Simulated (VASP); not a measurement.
Runs of VASP 6.6.1 on Au. The structure is that of space group Im-3m (No. 229), or close to it. The cells are those of the table. 

```tsv
task	cell	k mesh	cutoff (eV)	gap on the mesh (eV)	pressure (GPa)
relaxation of cell and atoms	relaxed from a = 2.803 Å, angles 109.5°, 1 atom	14 × 14 × 14	600	none	0.0
single point	a = 2.783 Å, angles 109.5°, 1 atom	14 × 14 × 14	520	none	0.5
single point	a = 2.745 Å, angles 109.5°, 1 atom	15 × 15 × 15	520	none	10.0
single point	a = 2.819 Å, angles 109.5°, 1 atom	15 × 15 × 15	520	none	(b)
single point	a = 2.890 Å, angles 109.5°, 1 atom	15 × 15 × 15	520	none	(a)
single point	a = 2.706 Å, angles 109.5°, 1 atom	15 × 15 × 15	520	none	21.7
```

Alike in all rows: level LDA; potentials or basis VASP PAW LDA potentials, release 64 (Au); no spin polarisation; smearing fermi-dirac 0.1 eV.

Task: Fill in the values left out.

Result: (a) -14.9; (b) -5.8.

Caveats: spin-orbit coupling is left out, which moves the levels of the heavy elements.

A k mesh can miss the band edges, and the runs leave out spin-orbit coupling on Au.

A gap of «none» marks levels without a gap at the run's occupations.
